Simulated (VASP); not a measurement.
# Au (Cmcm) in VASP: further runs

Runs on Au. Level: PBE. Tasks: single point.

Program: VASP 6.6.1. These are calculated values, not measurements. Logs are shortened: lines on timing, memory, paths and dates and some standing lists are left out, and cuts for length are marked.

## 1. The cell of the first run

The structure is orthorhombic, space group Cmcm (No. 63). The conventional cell has a = 2.843 Å, b = 5.085 Å, c = 4.835 Å, α = 90.00°, β = 90.00°, γ = 90.00°. Au (site symmetry m2m) has 12 Au at 2.84 to 2.94 Å within 3.7 Å.

## 2. Single point, PBE (17.48 Å³/atom)

Contents of INCAR:

```
SYSTEM = Au
PREC     = Accurate       ! precision mode
ENCUT    = 520            ! plane-wave cutoff, eV
EDIFF    = 1E-6           ! SCF threshold, eV
ISMEAR   = 0              ! smearing method
SIGMA    = 0.1            ! smearing width, eV
LREAL    = .False.        ! projectors in reciprocal space
LASPH    = .True.         ! aspherical terms in the spheres
NELM     = 60             ! most SCF steps
ALGO     = Fast           ! electronic algorithm
ISIF     = 2              ! what is computed and relaxed
LWAVE    = .False.        ! write WAVECAR
LCHARG   = .True.         ! write CHGCAR
GGA      = PE             ! functional
LELF     = .True.         ! ELF
LVHAR    = .True.       
NBANDS   = 18             ! bands
```

Contents of KPOINTS:

```
Automatic mesh
0
Gamma
  16 16 10
  0 0 0
```

Contents of POSCAR:

```
Au
1.0
    1.4214921970     -2.5426956773      0.0000000000
    1.4214921970      2.5426956773      0.0000000000
    0.0000000000      0.0000000000      4.8348958135
Au
2
Direct
    0.6633870831      0.3366129169      0.2500000000
    0.3366129169      0.6633870831      0.7500000000
```

Potentials or basis: VASP PAW PBE potentials, release 64 (Au).

Launch:

```sh
$ cat potpaw_PBE.64/Au/POTCAR > POTCAR
$ mpirun -np 1 vasp_std > vasp.out
```

OUTCAR:

```text
SYSTEM = Au
   PREC = Accurate
   ENCUT = 520
   EDIFF = 1E-6
   ISMEAR = 0
   LREAL = .False.
   LASPH = .True.
   NELM = 60
   ISIF = 2
   GGA = PE

 ion  position               nearest neighbor table
   1  0.663  0.337  0.250-   2 2.93   2 2.93   2 2.94   2 2.94   2 2.94   2 2.94
   2  0.337  0.663  0.750-   1 2.93   1 2.93   1 2.94   1 2.94   1 2.94   1 2.94

  LATTYP: Found a base centered orthorhombic cell.
 ALAT       =     2.8429843940
 B/A-ratio  =     1.7887510622
 C/A-ratio  =     1.7006409967

  Lattice vectors:

 A1 = (   1.4214921970,  -2.5426956773,   0.0000000000)
 A2 = (   1.4214921970,   2.5426956773,   0.0000000000)
 A3 = (   0.0000000000,   0.0000000000,   4.8348958135)

Analysis of symmetry for initial positions (statically):
=====================================================================
 Subroutine PRICEL returns:
 Original cell was already a primitive cell.

 Routine SETGRP: Setting up the symmetry group for a
 base centered orthorhombic supercell.

 Subroutine GETGRP returns: Found  8 space group operations
 (whereof  4 operations were pure point group operations)
 out of a pool of  8 trial point group operations.

The static configuration has the point symmetry C_2h.
 The point group associated with its full space group is D_2h.

Analysis of symmetry for dynamics (positions and initial velocities):
=====================================================================
 Subroutine PRICEL returns:
 Original cell was already a primitive cell.

 Routine SETGRP: Setting up the symmetry group for a
 base centered orthorhombic supercell.

 Subroutine GETGRP returns: Found  8 space group operations
 (whereof  4 operations were pure point group operations)
 out of a pool of  8 trial point group operations.

The dynamic configuration has the point symmetry C_2h.
 The point group associated with its full space group is D_2h.

 Subroutine INISYM returns: Found  8 space group operations
 (whereof  4 operations are pure point group operations),
 and found     1 'primitive' translations

----------------------------------------------------------------------------------------

                                     Primitive cell

  volume of cell :      34.9507

  direct lattice vectors                    reciprocal lattice vectors
[... 77 lines left out ...]
 SYSTEM =  Au
   PREC   = accura    normal or accurate (medium, high low for compatibility)
   ISTART =      0    job   : 0-new  1-cont  2-samecut
   ICHARG =      2    charge: 1-file 2-atom 10-const
   ISPIN  =      1    spin polarized calculation?
   LNONCOLLINEAR =      F non collinear calculations
   LSORBIT =      F    spin-orbit coupling
   LASPH  =      T    aspherical Exc in radial PAW
   ENCUT  =  520.0 eV  38.22 Ry    6.18 a.u.   5.42  5.42  8.99*2*pi/ulx,y,z
   NELM   =     60;   NELMIN=  2; NELMDL= -5     # of ELM steps
   EDIFF  = 0.1E-05   stopping-criterion for ELM
   LREAL  =      F    real-space projection
   EDIFFG = 0.1E-04   stopping-criterion for IOM
   NSW    =      0    number of steps for IOM
   IBRION =     -1    ionic relax: 0-MD 1-quasi-New 2-CG
   NFREE  =      0    steps in history (QN), initial steepest desc. (CG)
   ISIF   =      2    stress and relaxation
   ISYM   =      2    0-nonsym 1-usesym 2-fastsym
   POTIM  = 0.5000    time-step for ionic-motion
   TEBEG  =    0.0;   TEEND  =   0.0 temperature during run
   PSTRESS=    0.0 pullay stress
   NELECT =      22.0000    total number of electrons
   NUPDOWN=      -1.0000    fix difference up-down
   EMIN   =  10.00;   EMAX   =-10.00  energy-range for DOS
   EFERMI =   0.00;   METHOD = LEGACY
   ISMEAR =     0;   SIGMA  =   0.10  broadening in eV -4-tet -1-fermi 0-gaus
   EFERMI_NEDOS =   21; number of points for ismear=-14 and -15
   IALGO  =     68    algorithm
   IMIX   =      4    mixing-type and parameters
     AMIX     =   0.40;   BMIX     =  1.00
     AMIX_MAG =   1.60;   BMIX_MAG =  1.00
  volume/ion in A,a.u.               =      17.48       117.93
  Fermi-wavevector in a.u.,A,eV,Ry     =   1.403020  2.651323 26.782578  1.968464
  Thomas-Fermi vector in A             =   2.525723
   LORBIT       =      0    0 simple, 1 ext, 2 COOP (PROOUT), +10 PAW based schemes
   GGA     = PE    functional components
   LHFCALC =     F    Hartree Fock is set to
   AEXX    =    0.0000 exact exchange contribution
   IVDW    =     0    specifies the selected vdW correction
   LEPSILON=     F    determine dielectric tensor
   LRPA    =     F    only Hartree local field effects (RPA)
 non-spin polarized calculation
 RMM-DIIS sequential band-by-band and
 Gauss-broadening in eV      SIGMA  =   0.10
  energy-cutoff  :      520.00
  volume of cell :       34.95
 maximum number of plane-waves:       960
 NGX is ok and might be reduce to    24
   NGX = 11   NGY = 11   NGZ = 17

 number of electron      22.0000002 magnetization

 Free energy of the ion-electron system (eV)
  ---------------------------------------------------
  ext. energy  EPLUGINS =         0.00000000
  ---------------------------------------------------
  free energy    TOTEN  =        -6.41234054 eV

  energy without entropy =       -6.40927643  energy(sigma->0) =       -6.41080849

 E-fermi :   9.0331     XC(G=0): -12.5657

 val. band max:        9.0064050933   @ k =   0.5000   0.1250   0.3000
 cond. band min:       9.0356538386   @ k =   0.5000   0.4375   0.0000
 fundamental gap:      0.0292487452
 Fermi energy:         9.0331291765

 k-point     1 :       0.0000    0.0000    0.0000
  band No.  band energies     occupation
      1      -0.5334      2.00000
      2       1.8935      2.00000
      3       4.3245      2.00000
      4       4.3830      2.00000
      5       4.7488      2.00000
      6       4.8160      2.00000
[... 481 lines left out ...]
      5       4.7411      2.00000
      6       4.8894      2.00000
[... 10 lines left out ...]
     17      26.6736      0.00000
     18      27.0283      0.00000

 [... further k-points ...]
[... 5 lines left out ...]
  --------------------------------------------------------------------------------------
  -------------------------------------------------------------------------------------
  Total        0.9471431      0.9408968      0.9479660      0.0000000      0.0000000      0.0000000
  in kB       43.4180385     43.1317001     43.4557591      0.0000000      0.0000000      0.0000000
  external PRESSURE =      43.3351659 kB  Pullay stress =       0.0000000 kB

 VOLUME and BASIS-vectors are now :
 -----------------------------------------------------------------------------
  energy-cutoff  :      520.00
  volume of cell :       34.95
      direct lattice vectors                 reciprocal lattice vectors
     1.421492197 -2.542695677  0.000000000     0.351743049 -0.196641700  0.000000000
     1.421492197  2.542695677  0.000000000     0.351743049  0.196641700  0.000000000
     0.000000000  0.000000000  4.834895814     0.000000000  0.000000000  0.206829690

 POSITION                                       TOTAL-FORCE (eV/Angst)
 -----------------------------------------------------------------------------------
      1.42149     -0.83089      1.20872         0.000000      0.000789      0.000000
      1.42149      0.83089      3.62617         0.000000     -0.000789     -0.000000
 -----------------------------------------------------------------------------------
    total drift:                                0.000000      0.000000     -0.000000

  FREE ENERGIE OF THE ION-ELECTRON SYSTEM (eV)
  ---------------------------------------------------
  free  energy   TOTEN  =        -6.4123405438 eV

  energy  without entropy=       -6.4092764282  energy(sigma->0) =       -6.41080849
```

OSZICAR:

```text
N       E                     dE             d eps       ncg     rms          rms(c)
DAV:   1     0.123019270976E+03    0.12302E+03   -0.11688E+04 15784   0.118E+03
DAV:   2    -0.482116316397E+01   -0.12784E+03   -0.12184E+03 16734   0.260E+02
DAV:   3    -0.693630892353E+01   -0.21151E+01   -0.21024E+01 18472   0.335E+01
DAV:   4    -0.694546988146E+01   -0.91610E-02   -0.91598E-02 17466   0.233E+00
DAV:   5    -0.694555181665E+01   -0.81935E-04   -0.81935E-04 17478   0.236E-01    0.123E+01
RMM:   6    -0.644924977387E+01    0.49630E+00   -0.87124E-01 15772   0.703E+00    0.786E+00
RMM:   7    -0.641679659928E+01    0.32453E-01   -0.12772E-01 16169   0.288E+00    0.332E+00
RMM:   8    -0.641243194309E+01    0.43647E-02   -0.15689E-02 16269   0.923E-01    0.485E-01
RMM:   9    -0.641233021094E+01    0.10173E-03   -0.90001E-04 17350   0.230E-01    0.160E-01
RMM:  10    -0.641233941579E+01   -0.92049E-05   -0.13056E-04 17344   0.766E-02    0.115E-01
RMM:  11    -0.641234040525E+01   -0.98946E-06   -0.27557E-05 17200   0.346E-02    0.139E-02
RMM:  12    -0.641234054379E+01   -0.13854E-06   -0.33309E-06 14014   0.118E-02
   1 F= -.64123405E+01 E0= -.64108085E+01  d E =-.306412E-02
```

Wall time 4.3 min (1 thread of Intel Xeon 8259CL, shared host); peak memory 0.34 GiB.

Results:

```
Free energy            : -6.4123 eV
Pressure               : 4.3 GPa
Band gap on the k mesh : zero (bands 11 and 12 overlap by 6.49 eV)
```

Caveat: the cell stands under pressure; spin-orbit coupling is left out, which moves the levels of the heavy elements.

## 3. Single point, PBE (18.56 Å³/atom)

This run uses another cell than the first one, of 18.56 Å³/atom.

Contents of INCAR:

```
PREC = Accurate
ENCUT = 520
EDIFF = 1E-6
ISMEAR = 0
SIGMA = 0.1
LREAL = F
LASPH = T
NELM = 80
ALGO = Fast
ISIF = 2
LWAVE = F
LCHARG = F
GGA = PE
NBANDS = 18
```

Contents of KPOINTS:

```
Automatic mesh
0
Gamma
  16 16 10
```

Contents of POSCAR:

```
Au
1.0
    1.4468968483     -2.5958320106      0.0000000000
    1.4468968483      2.5958320106      0.0000000000
    0.0000000000      0.0000000000      4.9405730031
Au
2
Direct
    0.6639514441      0.3360485559      0.2500000000
    0.3360485559      0.6639514441      0.7500000000
```

Potentials or basis: VASP PAW PBE potentials, release 64 (Au).

Launch:

```sh
$ cat potpaw_PBE.64/Au/POTCAR > POTCAR
$ mpirun -np 1 vasp_std > vasp.out
```

Wall time 4.6 min (1 thread of Intel Xeon 8259CL, shared host); peak memory 0.35 GiB.

The run converged. Its results:

```yaml
Free_energy: -6.4126 eV
Pressure: -3.9 GPa
Band_gap_on_the_k_mesh: zero (bands 11 and 12 overlap by 6.18 eV)
```

Stress tensor (GPa, compression positive):
```
-3.94  0.00  0.00
 0.00 -3.88  0.00
 0.00  0.00 -3.78
```

Levels at points of the mesh, in eV from the Fermi level:
| k point | band 7 | band 8 | band 9 | band 10 | band 11 | band 12 | band 13 | band 14 | band 15 | band 16 |
| --- | --- | --- | --- | --- | --- | --- | --- | --- | --- | --- |
| (0.00, 0.00, 0.00) | -3.71 | -3.37 | -3.21 | -2.10 | -2.10 | -0.72 | 2.30 | 14.51 | 15.66 | 16.64 |
| (0.50, 0.00, 0.00) | -3.27 | -1.92 | -1.82 | -1.67 | 0.44 | 1.53 | 5.64 | 6.91 | 7.07 | 9.80 |
| (0.50, 0.50, 0.00) | -3.43 | -1.89 | -1.87 | -1.71 | 0.26 | 1.14 | 5.40 | 6.52 | 6.93 | 10.71 |
| (0.00, 0.00, 0.50) | -4.01 | -4.01 | -2.56 | -2.56 | -2.44 | -2.44 | 10.11 | 10.11 | 14.83 | 14.83 |
| (0.50, 0.00, 0.50) | -2.29 | -2.29 | -1.72 | -1.72 | 0.77 | 0.77 | 3.67 | 3.67 | 12.80 | 12.80 |
| (0.50, 0.50, 0.50) | -2.23 | -2.23 | -1.78 | -1.78 | 0.44 | 0.44 | 3.29 | 3.29 | 12.60 | 12.60 |

Caveat: the cell stands under tension; spin-orbit coupling is left out, which moves the levels of the heavy elements.

## 4. Single point, PBE (19.10 Å³/atom)

This run uses another cell than the first one, of 19.10 Å³/atom.

Contents of INCAR:

```
SYSTEM = Au
PREC = Accurate ; ENCUT = 520
EDIFF = 1E-6 ; ISMEAR = 0
SIGMA = 0.1 ; LREAL = .FALSE.
LASPH = .TRUE. ; NELM = 100
ALGO = Fast ; ISIF = 2
LWAVE = .FALSE. ; LCHARG = .FALSE.
GGA = PE ; NBANDS = 18
```

Contents of KPOINTS:

```
regular mesh
0
G
  16 16 10
  0 0 0
```

Contents of POSCAR:

```
Au
1.0
    1.4540303431     -2.6221640906      0.0000000000
    1.4540303431      2.6221640906      0.0000000000
    0.0000000000      0.0000000000      5.0087203035
Au
2
Direct
    0.6645204895      0.3354795105      0.2500000000
    0.3354795105      0.6645204895      0.7500000000
```

Launch:

```sh
$ cat potpaw_PBE.64/Au/POTCAR > POTCAR
$ mpirun -np 1 vasp_std > vasp.out
```

It took 5.1 min on 1 thread of Intel Xeon 8259CL, shared host; peak memory 0.36 GiB.

The run converged. Its results:

* Free energy: -6.3767 eV
* Pressure: -6.8 GPa
* Band gap on the k mesh: zero (bands 11 and 12 overlap by 6.07 eV)

Levels at points of the mesh, in eV from the Fermi level:
| k point | band 7 | band 8 | band 9 | band 10 | band 11 | band 12 | band 13 | band 14 | band 15 | band 16 |
| --- | --- | --- | --- | --- | --- | --- | --- | --- | --- | --- |
| (0.00, 0.00, 0.00) | -3.59 | -3.26 | -3.11 | -2.10 | -2.07 | -0.64 | 2.10 | 14.50 | 15.49 | 16.56 |
| (0.50, 0.00, 0.00) | -3.16 | -1.94 | -1.80 | -1.66 | 0.47 | 1.50 | 5.53 | 6.68 | 6.98 | 9.73 |
| (0.50, 0.50, 0.00) | -3.29 | -1.87 | -1.87 | -1.71 | 0.24 | 1.08 | 5.24 | 6.26 | 6.74 | 10.59 |
| (0.00, 0.00, 0.50) | -3.86 | -3.86 | -2.52 | -2.52 | -2.40 | -2.40 | 9.78 | 9.78 | 14.82 | 14.82 |
| (0.50, 0.00, 0.50) | -2.25 | -2.25 | -1.70 | -1.70 | 0.83 | 0.83 | 3.56 | 3.56 | 12.61 | 12.61 |
| (0.50, 0.50, 0.50) | -2.21 | -2.21 | -1.77 | -1.77 | 0.49 | 0.49 | 3.12 | 3.12 | 12.35 | 12.35 |

Caveat: the cell stands under tension; spin-orbit coupling is left out, which moves the levels of the heavy elements.

[end of part 1 of 2]
